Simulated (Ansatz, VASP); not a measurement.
NaCl in VASP and in Ansatz

```
Na Cl
1.0
     0.00000    2.94143    2.80270
     2.94143    0.00000    2.80270
     2.94143    2.94143    0.00000
Na Cl
1 1
Cartesian
  0.0000 0.0000 0.0000
  2.9414 2.9414 2.8027
```

Change from the starting cell: biaxial_xy strain +5.0%.

Alike in both runs: task single point; functional r2SCAN; k mesh 8 × 8 × 8; no spin polarisation.

|  | VASP | Ansatz |
| --- | --- | --- |
| version | VASP 6.6.1 | Ansatz 0.2.0 |
| potentials or method | VASP PAW PBE potentials, release 64 (Na_pv, Cl) | plane waves, PAW |
| plane-wave cutoff (eV) | 520 | 500 |
| occupations | gaussian, width 0.01 eV | fixed |
| valence electrons in the cell | 14 | 16 |

|  | VASP | Ansatz | Ansatz less VASP |
| --- | --- | --- | --- |
| gap on the k mesh at the Fermi level (eV) | 5.60 | 5.58 | -0.022 |
| pressure (GPa) | -2.1 | -2.0 | +0.18 |
| traceless stress, the component that is largest in VASP (GPa) | 0.95 | 0.97 | +0.013 |

VASP's potentials were made for PBE, not for r2SCAN. VASP's potentials hold 14 valence electrons a cell and Ansatz's 16, so a difference there can come from the potentials and not from the codes.
